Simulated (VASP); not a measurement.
# H9ClO4 in VASP: a series of runs, part 2 of 2

VASP 6.6.1. Earlier steps stand in the parts before.

### 5 Single point, PBE

The input, INCAR:

```
SYSTEM = H9ClO4
PREC = Accurate ; ENCUT = 520
EDIFF = 1E-7 ; ISMEAR = -1
SIGMA = 0.05 ; LREAL = .FALSE.
LASPH = .TRUE. ; NELM = 100
ALGO = Normal ; ISIF = 2
LWAVE = .FALSE. ; LCHARG = .FALSE.
GGA = PE ; NBANDS = 33
```

The input, KPOINTS:

```
regular mesh
0
G
  1 1 1
  0 0 0
```

The input, POSCAR:

```
H9ClO4
1.0
    5.7296700000      0.0000000000      0.0000000000
    0.0000000000      5.7296700000      0.0000000000
    0.0000000000      0.0000000000      5.7296700000
O H Cl
4 9 1
Direct
    0.7087668225      0.2824420953      0.7463082516
    0.2365232204      0.8980272860      0.0050962795
    0.3426898931      0.4508287563      0.4159750911
    0.5411131880      0.7547206035      0.7087842755
    0.7590838565      0.3300015533      0.9024952571
    0.8194189194      0.3250274449      0.6248352872
    0.4248063152      0.7876893434     -0.1595903429
    0.2780788422      1.0536907012      0.0696375184
    0.2067658347      0.5060326336      0.3227585533
    0.4879338601      0.4569198575      0.3356214232
    0.6481525114      0.6498105476      0.7976724663
    0.4547382310      0.6163007643      0.6266329474
    1.1070271063      0.8216354520      0.0886962076
    0.8159457700      0.5735757906      0.1495199549
```

Potentials or basis: VASP PAW PBE potentials, release 64 (O, H, Cl).

Launch:

```bash
cat potpaw_PBE.64/O/POTCAR potpaw_PBE.64/H/POTCAR potpaw_PBE.64/Cl/POTCAR > POTCAR
mpirun -np 1 vasp_gam > vasp.out
```

OUTCAR:

```text
SYSTEM = H9ClO4
   PREC = Accurate
   ENCUT = 520
   EDIFF = 1E-7
   ISMEAR = -1
   LREAL = .FALSE.
   LASPH = .TRUE.
   NELM = 100
   ISIF = 2
   GGA = PE

 ion  position               nearest neighbor table
   1  0.709  0.282  0.746-   6 0.97   5 0.98
   2  0.237  0.898  0.005-  13 0.99   8 0.99
   3  0.343  0.451  0.416-  10 0.95   9 1.00
   4  0.541  0.755  0.709-  11 1.00   7 1.02  12 1.05
   5  0.759  0.330  0.902-   1 0.98
[... 246 lines left out ...]
 VOLUME and BASIS-vectors are now :
 -----------------------------------------------------------------------------
  energy-cutoff  :      520.00
  volume of cell :      188.10
      direct lattice vectors                 reciprocal lattice vectors
     5.729670000  0.000000000  0.000000000     0.174530121  0.000000000  0.000000000
     0.000000000  5.729670000  0.000000000     0.000000000  0.174530121  0.000000000
     0.000000000  0.000000000  5.729670000     0.000000000  0.000000000  0.174530121

 POSITION                                       TOTAL-FORCE (eV/Angst)
 -----------------------------------------------------------------------------------
      4.06100      1.61830      4.27610        -0.764069     -0.375457     -0.620480
      1.35520      5.14540      0.02920         0.658656      0.703763     -0.012781
      1.96350      2.58310      2.38340        -1.896290     -0.079020      1.369827
      3.10040      4.32430      4.06110        -0.777812     -1.822488      0.155251
      4.34930      1.89080      5.17100         0.710783      0.239538     -0.041049
      4.69500      1.86230      3.58010         0.308234     -0.065837      0.397593
      2.43400      4.51320      4.81527        -0.561040      1.125688      0.290792
      1.59330      0.30763      0.39900        -0.530914     -1.124366     -0.148238
      1.18470      2.89940      1.84930         0.769106     -0.103860      0.107401
      2.79570      2.61800      1.92300         1.112803      0.248496     -1.349761
      3.71370      3.72320      4.57040         0.985403      0.187563      0.380352
      2.60550      3.53120      3.59040        -0.227318      0.630727     -0.950999
      0.61323      4.70770      0.50820        -0.157533      0.204753      0.014587
      4.67510      3.28640      0.85670         0.369992      0.230501      0.407504
 -----------------------------------------------------------------------------------
    total drift:                                0.000023     -0.000842     -0.000199

  FREE ENERGIE OF THE ION-ELECTRON SYSTEM (eV)
  ---------------------------------------------------
  free  energy   TOTEN  =       -64.2999282459 eV

  energy  without entropy=      -64.2999282459  energy(sigma->0) =      -64.29992825
```

OSZICAR:

```text
N       E                     dE             d eps       ncg     rms          rms(c)
DAV:   1     0.348069646880E+03    0.34807E+03   -0.20920E+04    66   0.109E+03
DAV:   2    -0.336038953980E+02   -0.38167E+03   -0.36912E+03    83   0.262E+02
DAV:   3    -0.696892916300E+02   -0.36085E+02   -0.35925E+02    83   0.902E+01
DAV:   4    -0.702288621307E+02   -0.53957E+00   -0.53887E+00    84   0.126E+01
DAV:   5    -0.702364793672E+02   -0.76172E-02   -0.76160E-02    76   0.147E+00    0.149E+01
DAV:   6    -0.644683825567E+02    0.57681E+01   -0.17700E+01    76   0.220E+01    0.597E+00
DAV:   7    -0.643541014581E+02    0.11428E+00   -0.70863E-01    84   0.436E+00    0.379E+00
DAV:   8    -0.643028149475E+02    0.51287E-01   -0.22765E-01    76   0.275E+00    0.604E-01
DAV:   9    -0.642987243066E+02    0.40906E-02   -0.26675E-02    92   0.990E-01    0.242E-01
DAV:  10    -0.643001317966E+02   -0.14075E-02   -0.43783E-03    84   0.333E-01    0.121E-01
DAV:  11    -0.643001344249E+02   -0.26284E-05   -0.25246E-04    84   0.112E-01    0.711E-02
DAV:  12    -0.642999360404E+02    0.19838E-03   -0.25883E-04    68   0.101E-01    0.122E-02
DAV:  13    -0.642999300030E+02    0.60373E-05   -0.18329E-05    92   0.252E-02    0.787E-03
DAV:  14    -0.642999283302E+02    0.16729E-05   -0.57782E-06    76   0.152E-02    0.387E-03
DAV:  15    -0.642999281804E+02    0.14973E-06   -0.68196E-07   100   0.663E-03    0.145E-03
DAV:  16    -0.642999282459E+02   -0.65487E-07   -0.34025E-07    76   0.358E-03
   1 F= -.64299928E+02 E0= -.64299928E+02  d E =-.448393E-10
```

stdout:

```text
POSCAR found type information on POSCAR O H Cl
 POSCAR found :  3 types and      14 ions
 scaLAPACK will be used
 LDA part: xc-table for (Slater+PW92), standard interpolation
 POSCAR, INCAR and KPOINTS ok, starting setup
 FFT: planning ... GRIDC
 FFT: planning ... GRID_SOFT
 FFT: planning ... GRID
 WAVECAR not read
 entering main loop
```

Wall time 12 s (1 thread of AMD EPYC 9R45 (Zen 5), shared host); peak memory 0.26 GiB.

What came out:

| Quantity | Value |
| --- | --- |
| Free energy | -64.2999 eV |
| Pressure | 0.3 GPa |
| Largest force | 2.341 eV/Å |

Forces in eV/Å, atoms in the order of the input:
```
O   -0.764 -0.375 -0.620
O    0.659  0.704 -0.013
O   -1.896 -0.079  1.370
O   -0.778 -1.822  0.155
H    0.711  0.240 -0.041
H    0.308 -0.066  0.398
H   -0.561  1.126  0.291
H   -0.531 -1.124 -0.148
H    0.769 -0.104  0.107
H    1.113  0.248 -1.350
H    0.985  0.188  0.380
H   -0.227  0.631 -0.951
H   -0.158  0.205  0.015
Cl   0.370  0.231  0.408
```

Stress tensor (GPa, compression positive):
```
 0.43 -0.98 -0.45
-0.98 -0.47  0.62
-0.45  0.62  0.87
```

Levels at points of the mesh, in eV from the Fermi level:
| k point | band 17 | band 18 | band 19 | band 20 | band 21 | band 22 | band 23 | band 24 |
| --- | --- | --- | --- | --- | --- | --- | --- | --- |
| (0.00, 0.00, 0.00) | -1.85 | -1.67 | -1.48 | -1.24 | 3.12 | 6.26 | 6.75 | 7.64 |

Caveat: the k points lie up to 1.10 Å⁻¹ apart; the atoms stand as in a frame of molecular dynamics.

### 6 Single point, PBE

The input, INCAR:

```
ALGO = Normal
EDIFF = 1E-6
ENCUT = 520
GGA = PE
ISIF = 2
ISMEAR = -1
LASPH = True
LCHARG = True
LELF = True
LREAL = False
LVHAR = True
LWAVE = False
NBANDS = 33
NELM = 100
PREC = Accurate
SIGMA = 0.05
```

The input, KPOINTS:

```
k-points
0
Gamma
  1 1 1
```

The input, POSCAR:

```
H9ClO4
1.0
    5.7296700000      0.0000000000      0.0000000000
    0.0000000000      5.7296700000      0.0000000000
    0.0000000000      0.0000000000      5.7296700000
O H Cl
4 9 1
Direct
    0.7153291551      0.2581649554      0.7525215239
    0.2340972517      0.9279592018     -0.0251497905
    0.3773515752      0.4810224673      0.4249459393
    0.5466632459      0.7618763384      0.7230259334
    0.8208500664      0.3439639630      0.8397516785
    0.7852459217      0.1222583500      0.6853972393
    0.4351210454      0.7968172687     -0.1628715092
    0.3168943412      1.0796782363      0.0103147302
    0.2035195744      0.4554363515      0.4063759344
    0.4566929684      0.5254229301      0.2719004759
    0.6626036054      0.6982077502      0.8299081797
    0.4750011781      0.6580832753      0.5985510509
    1.1141304822      0.8899814474      0.0927627595
    0.8138514085      0.6053402727      0.1556808682
```

Potentials or basis: VASP PAW PBE potentials, release 64 (O, H, Cl).

Launch:

```bash
cat potpaw_PBE.64/O/POTCAR potpaw_PBE.64/H/POTCAR potpaw_PBE.64/Cl/POTCAR > POTCAR
mpirun -np 1 vasp_gam > vasp.out
```

OUTCAR:

```text
EDIFF = 1E-6
   ENCUT = 520
   GGA = PE
   ISIF = 2
   ISMEAR = -1
   LASPH = True
   LREAL = False
   NELM = 100
   PREC = Accurate

 ion  position               nearest neighbor table
   1  0.715  0.258  0.753-   5 0.93   6 0.96
   2  0.234  0.928  0.975-  13 0.99   8 1.01
   3  0.377  0.481  0.425-   9 1.01  10 1.02
   4  0.547  0.762  0.723-   7 0.94  11 0.97  12 1.02
   5  0.821  0.344  0.840-   1 0.93
   6  0.785  0.122  0.685-   1 0.96
   7  0.435  0.797  0.837-   4 0.94
   8  0.317  0.080  0.010-   2 1.01
   9  0.204  0.455  0.406-   3 1.01
  10  0.457  0.525  0.272-   3 1.02
  11  0.663  0.698  0.830-   4 0.97
  12  0.475  0.658  0.599-   4 1.02
  13  0.114  0.890  0.093-   2 0.99
  14  0.814  0.605  0.156-

  LATTYP: Found a simple cubic cell.
 ALAT       =     5.7296700000

  Lattice vectors:

 A1 = (   5.7296700000,   0.0000000000,   0.0000000000)
 A2 = (   0.0000000000,   5.7296700000,   0.0000000000)
 A3 = (   0.0000000000,   0.0000000000,   5.7296700000)

Analysis of symmetry for initial positions (statically):
=====================================================================
 Subroutine PRICEL returns:
 Original cell was already a primitive cell.

 Routine SETGRP: Setting up the symmetry group for a
 simple cubic supercell.

 Subroutine GETGRP returns: Found  1 space group operations
 (whereof  1 operations were pure point group operations)
 out of a pool of 48 trial point group operations.

The static configuration has the point symmetry C_1 .

Analysis of symmetry for dynamics (positions and initial velocities):
=====================================================================
 Subroutine PRICEL returns:
 Original cell was already a primitive cell.

 Routine SETGRP: Setting up the symmetry group for a
 simple cubic supercell.

 Subroutine GETGRP returns: Found  1 space group operations
 (whereof  1 operations were pure point group operations)
 out of a pool of 48 trial point group operations.

The dynamic configuration has the point symmetry C_1 .

 Subroutine INISYM returns: Found  1 space group operations
 (whereof  1 operations are pure point group operations),
 and found     1 'primitive' translations

----------------------------------------------------------------------------------------

                                     Primitive cell

  volume of cell :     188.1000

  direct lattice vectors                    reciprocal lattice vectors
     5.729670000  0.000000000  0.000000000     0.174530121  0.000000000  0.000000000
     0.000000000  5.729670000  0.000000000     0.000000000  0.174530121  0.000000000
     0.000000000  0.000000000  5.729670000     0.000000000  0.000000000  0.174530121

  length of vectors
     5.729670000  5.729670000  5.729670000     0.174530121  0.174530121  0.174530121

  position of ions in fractional coordinates (direct lattice)
     0.715329155  0.258164955  0.752521524
     0.234097252  0.927959202  0.974850209
[... 59 lines left out ...]
   k-points           NKPTS =      1   k-points in BZ     NKDIM =      1   number of bands    NBANDS=     33
   number of dos      NEDOS =    301   number of ions     NIONS =     14
   total plane-waves  NPLWV = 110592
   dimension x,y,z NGX =    48 NGY =   48 NGZ =   48
   dimension x,y,z NGXF=    96 NGYF=   96 NGZF=   96
   ions per type =               4   9   1
   NGX,Y,Z   is equivalent  to a cutoff of  13.93, 13.93, 13.93 a.u.
   NGXF,Y,Z  is equivalent  to a cutoff of  27.85, 27.85, 27.85 a.u.
 SYSTEM =  unknown system
   PREC   = accura    normal or accurate (medium, high low for compatibility)
   ISTART =      0    job   : 0-new  1-cont  2-samecut
   ICHARG =      2    charge: 1-file 2-atom 10-const
   ISPIN  =      1    spin polarized calculation?
   LNONCOLLINEAR =      F non collinear calculations
   LSORBIT =      F    spin-orbit coupling
   LASPH  =      T    aspherical Exc in radial PAW
   ENCUT  =  520.0 eV  38.22 Ry    6.18 a.u.  10.65 10.65 10.65*2*pi/ulx,y,z
   NELM   =    100;   NELMIN=  2; NELMDL= -5     # of ELM steps
   EDIFF  = 0.1E-05   stopping-criterion for ELM
   LREAL  =      F    real-space projection
   EDIFFG = 0.1E-04   stopping-criterion for IOM
   NSW    =      0    number of steps for IOM
   IBRION =     -1    ionic relax: 0-MD 1-quasi-New 2-CG
   NFREE  =      0    steps in history (QN), initial steepest desc. (CG)
   ISIF   =      2    stress and relaxation
   ISYM   =      2    0-nonsym 1-usesym 2-fastsym
   POTIM  = 0.5000    time-step for ionic-motion
   TEBEG  =    0.0;   TEEND  =   0.0 temperature during run
   PSTRESS=    0.0 pullay stress
   NELECT =      40.0000    total number of electrons
   NUPDOWN=      -1.0000    fix difference up-down
   EMIN   =  10.00;   EMAX   =-10.00  energy-range for DOS
   EFERMI =   0.00;   METHOD = LEGACY
   ISMEAR =    -1;   SIGMA  =   0.05  broadening in eV -4-tet -1-fermi 0-gaus
   EFERMI_NEDOS =   21; number of points for ismear=-14 and -15
   IALGO  =     38    algorithm
   IMIX   =      4    mixing-type and parameters
     AMIX     =   0.40;   BMIX     =  1.00
     AMIX_MAG =   1.60;   BMIX_MAG =  1.00
  volume/ion in A,a.u.               =      13.44        90.67
  Fermi-wavevector in a.u.,A,eV,Ry     =   0.977159  1.846563 12.991382  0.954840
  Thomas-Fermi vector in A             =   2.107834
   LORBIT       =      0    0 simple, 1 ext, 2 COOP (PROOUT), +10 PAW based schemes
   GGA     = PE    functional components
   LHFCALC =     F    Hartree Fock is set to
   AEXX    =    0.0000 exact exchange contribution
   IVDW    =     0    specifies the selected vdW correction
   LEPSILON=     F    determine dielectric tensor
   LRPA    =     F    only Hartree local field effects (RPA)
 non-spin polarized calculation
  energy-cutoff  :      520.00
  volume of cell :      188.10
 maximum number of plane-waves:      2521
 NGX is ok and might be reduce to    42
   NGX = 21   NGY = 21   NGZ = 21

 number of electron      39.9999999 magnetization

 Free energy of the ion-electron system (eV)
  ---------------------------------------------------
  ext. energy  EPLUGINS =         0.00000000
  ---------------------------------------------------
  free energy    TOTEN  =       -63.98173347 eV

  energy without entropy =      -63.98173347  energy(sigma->0) =      -63.98173347

 E-fermi :  -2.0565     XC(G=0):  -6.2315

 val. band max:       -3.2964682986   @ k =   0.0000   0.0000   0.0000
 cond. band min:       0.7337054814   @ k =   0.0000   0.0000   0.0000
 fundamental gap:      4.0301737800
 Fermi energy:        -2.0565419918

 k-point     1 :       0.0000    0.0000    0.0000
  band No.  band energies     occupation
      1     -25.4763      2.00000
      2     -22.5123      2.00000
      3     -22.2529      2.00000
      4     -22.0075      2.00000
      5     -15.2558      2.00000
      6     -12.6960      2.00000
[... 24 lines left out ...]
     31       7.6062      0.00000
     32       7.7556      0.00000
 [bands above 32 left out]

------------------------ aborting loop because EDIFF is reached ----------------------------------------

  FORCE on cell =-STRESS in cart. coord.  units (eV):
  Direction    XX          YY          ZZ          XY          YZ          ZX
  --------------------------------------------------------------------------------------
  -------------------------------------------------------------------------------------
  Total        1.4112249      1.5902038      2.3253944     -2.5966653      2.0390026     -0.0946240
  in kB       12.0203737     13.5448607     19.8069855    -22.1175864     17.3675892     -0.8059774
  external PRESSURE =      15.1240733 kB  Pullay stress =       0.0000000 kB

 VOLUME and BASIS-vectors are now :
 -----------------------------------------------------------------------------
  energy-cutoff  :      520.00
  volume of cell :      188.10
      direct lattice vectors                 reciprocal lattice vectors
     5.729670000  0.000000000  0.000000000     0.174530121  0.000000000  0.000000000
     0.000000000  5.729670000  0.000000000     0.000000000  0.174530121  0.000000000
     0.000000000  0.000000000  5.729670000     0.000000000  0.000000000  0.174530121

 POSITION                                       TOTAL-FORCE (eV/Angst)
 -----------------------------------------------------------------------------------
      4.09860      1.47920      4.31170        -2.455622     -0.969532     -1.307951
      1.34130      5.31690      5.58557         0.624725      1.384608      0.345412
      2.16210      2.75610      2.43480        -1.030481      0.162870     -0.737343
      3.13220      4.36530      4.14270         1.885191      0.513688     -2.125753
      4.70320      1.97080      4.81150         2.020048      1.136351      1.741222
      4.49920      0.70050      3.92710         0.496978     -0.294538     -0.116504
      2.49310      4.56550      4.79647        -3.380440      1.424010      2.128520
      1.81570      0.45653      0.05910        -0.979410     -1.339764     -0.027435
      1.16610      2.60950      2.32840         1.509776      0.560925     -0.242732
      2.61670      3.01050      1.55790        -0.476876     -0.376964      1.003102
      3.79650      4.00050      4.75510         1.671145     -1.209288      0.611102
      2.72160      3.77060      3.42950        -0.190838     -1.303289     -0.684063
      0.65393      5.09930      0.53150         0.161747      0.014421     -0.209608
      4.66310      3.46840      0.89200         0.144057      0.296502     -0.377969
 -----------------------------------------------------------------------------------
    total drift:                                0.000230     -0.000501     -0.000182

  FREE ENERGIE OF THE ION-ELECTRON SYSTEM (eV)
  ---------------------------------------------------
  free  energy   TOTEN  =       -63.9817334683 eV

  energy  without entropy=      -63.9817334682  energy(sigma->0) =      -63.98173347
```

Wall time 13 s (1 thread of AMD EPYC 9R45 (Zen 5), shared host); peak memory 0.26 GiB.

What came out:

```yaml
Free_energy: -63.9817 eV
Pressure: 1.5 GPa
Largest_force: 4.241 eV/Å
```

Forces on the atoms (eV/Å):
```
O   -2.456 -0.970 -1.308
O    0.625  1.385  0.345
O   -1.030  0.163 -0.737
O    1.885  0.514 -2.126
H    2.020  1.136  1.741
H    0.497 -0.295 -0.117
H   -3.380  1.424  2.129
H   -0.979 -1.340 -0.027
H    1.510  0.561 -0.243
H   -0.477 -0.377  1.003
H    1.671 -1.209  0.611
H   -0.191 -1.303 -0.684
H    0.162  0.014 -0.210
Cl   0.144  0.297 -0.378
```

Stress tensor (GPa, compression positive):
```
 1.20 -2.21 -0.08
-2.21  1.35  1.74
-0.08  1.74  1.98
```

Caveat: the k points lie up to 1.10 Å⁻¹ apart; the atoms stand as in a frame of molecular dynamics.

### 7 The runs side by side

| cell | pressure (GPa) | largest force (eV/Å) |
| --- | --- | --- |
| as given, atomic positions A | -1.0 | 3.67 |
| as given, atomic positions B | -0.5 | 2.98 |
| as given, atomic positions C | -0.7 | 3.59 |
| as given, atomic positions D | 0.3 | 2.34 |
| as given, atomic positions E | 1.5 | 4.24 |

Alike in all rows: task single point; level PBE; potentials or basis VASP PAW PBE potentials, release 64 (O, H, Cl); no spin polarisation; k mesh 1 × 1 × 1; cutoff (eV) 520; smearing fermi-dirac 0.05 eV.

Caveats: all runs use coarse meshes; the atoms stand as in a frame of molecular dynamics (at least some runs).

Total energies depend on the potentials used, so only differences within one code and one set of settings carry meaning.
